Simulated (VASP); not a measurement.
A run of VASP 6.6.1 is set up as follows.

INCAR

```
PREC = Accurate
ENCUT = 520
EDIFF = 1E-7
ISMEAR = 0
SIGMA = 0.05
LREAL = False
LASPH = True
NELM = 100
ALGO = Normal
ISIF = 2
LWAVE = False
LCHARG = True
GGA = PE
LELF = True
LVHAR = True
NBANDS = 11
```

KPOINTS

```
Automatic mesh
0
Gamma
  14 14 14
```

Contents of POSCAR:

```
BP
1.0
    0.0000000000      2.2690000000      2.2690000000
    2.2690000000      0.0000000000      2.2690000000
    2.2690000000      2.2690000000      0.0000000000
P B
1 1
Direct
    0.7500000000      0.7500000000      0.7500000000
    0.0000000000      0.0000000000      0.0000000000
```

Potentials or basis: VASP PAW PBE potentials, release 64 (P, B).

Command:

```console
$ cat potpaw_PBE.64/P/POTCAR potpaw_PBE.64/B/POTCAR > POTCAR
$ mpirun -np 1 vasp_std > vasp.out
```

Q: Estimate the pressure.

A: 0.9 GPa.

Q: Predict the band gap on the k mesh.

A: 1.24 eV, indirect (least direct gap 3.40 eV).

A k mesh can miss the band edges. A hybrid or GW would open this gap; PBE tends to underestimate it.
